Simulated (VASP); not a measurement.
PbS (Galena):

```
Pb S
1.0
     0.00000    2.96575    2.96575
     2.96575    0.00000    2.96575
     2.96575    2.96575    0.00000
Pb S
1 1
Direct
  0.00000 0.00000 0.00000
  0.50000 0.50000 0.50000
```

Program: VASP 6.6.1. Alike in all runs: task single point; cell as given; cutoff (eV) 520. Hardware: 1 thread of Intel(R) Xeon(R) Platinum 8488C (Sapphire Rapids), with other jobs on the host.

Problem. Order these runs on this cell by their wall time, lowest first.
A. level LDA; potentials or basis VASP PAW LDA potentials, release 64 (Pb_d, S); spin non-collinear, zero start, SOC; k mesh 8 × 8 × 8; smearing fermi-dirac 0.05 eV
B. level revPBE+D3(BJ); potentials or basis VASP PAW PBE potentials, release 64 (Pb_d, S); spin off; k mesh 8 × 8 × 8; smearing fermi-dirac 0.05 eV
C. level PBE; potentials or basis VASP PAW PBE potentials, release 64 (Pb_d, S); spin off; k mesh 5 × 5 × 5; smearing fermi-dirac 0.04 eV

Solution. C (8.9 s), B (24 s), A (60 s).
